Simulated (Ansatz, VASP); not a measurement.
**One calculation of Eu, two programs**

```
Eu
1.0
    -2.29689    2.29689    2.29689
     2.29689   -2.29689    2.29689
     2.29689    2.29689   -2.29689
Eu
1
Direct
  0.00000 0.00000 0.00000
```

Alike in both runs: task single point; functional PBE; k mesh 14 × 14 × 14; occupations gaussian, width 0.05 eV; collinear spin.

```csv
,VASP,Ansatz
version,VASP 6.6.1,Ansatz 0.2.0
potentials or method,"VASP PAW PBE potentials, release 64 (Eu), cutoff 520 eV","scalar-relativistic, plane waves, PAW"
valence electrons in the cell,17,17
```

|  | VASP | Ansatz | Ansatz less VASP |
| --- | --- | --- | --- |
| pressure (GPa) | -1.7 | -1.5 | +0.23 |
| net moment per atom (μB) | 7.32 | 7.32 | +0.001 |
| size of the moment on the site where the two differ most (μB) | 6.69 | 7.07 | +0.379 |

Site moments also hang on the region over which each program counts them. Ansatz's warnings: given moment on shells.

Spin-orbit coupling is off throughout.
